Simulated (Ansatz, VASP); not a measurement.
**One calculation of CdHg3Se4, two programs**

```
Cd Hg Se
1.0
     4.42098    0.00000    0.00000
     0.00000    4.41643    6.23479
     0.00000   -4.41643    6.23479
Cd Hg Se
1 3 4
Cartesian
  2.2105 0.0000 6.2272
  0.0000 2.2054 3.1170
  0.0000 -2.2054 3.1170
  2.2105 0.0000 0.0052
  0.0000 0.0000 10.9139
  0.0000 0.0000 4.6943
  2.2105 -2.1946 7.7844
  2.2105 2.1946 7.7844
```

Alike in both runs: functional PBE; k mesh 8 × 6 × 6; occupations gaussian, width 0.1 eV; no spin polarisation.

Ansatz relaxed the structure, and its values are those at the end. VASP's run is a single point on that final structure, the one shown.

|  | VASP | Ansatz |
| --- | --- | --- |
| version | VASP 6.6.1 | Ansatz 0.2.0 |
| potentials or method | VASP PAW PBE potentials, release 64 (Cd, Hg, Se), cutoff 520 eV | scalar-relativistic, plane waves, PAW |
| valence electrons in the cell | 72 | 144 |

```tsv
	VASP	Ansatz	Ansatz less VASP
pressure (GPa)	0.2	0.0	-0.20
```

With one functional, cell and mesh, what is left measures potentials, basis and numerics. VASP's potentials hold 72 valence electrons a cell and Ansatz's 144, so a difference there can come from the potentials and not from the codes.

Neither program's run includes spin-orbit coupling.
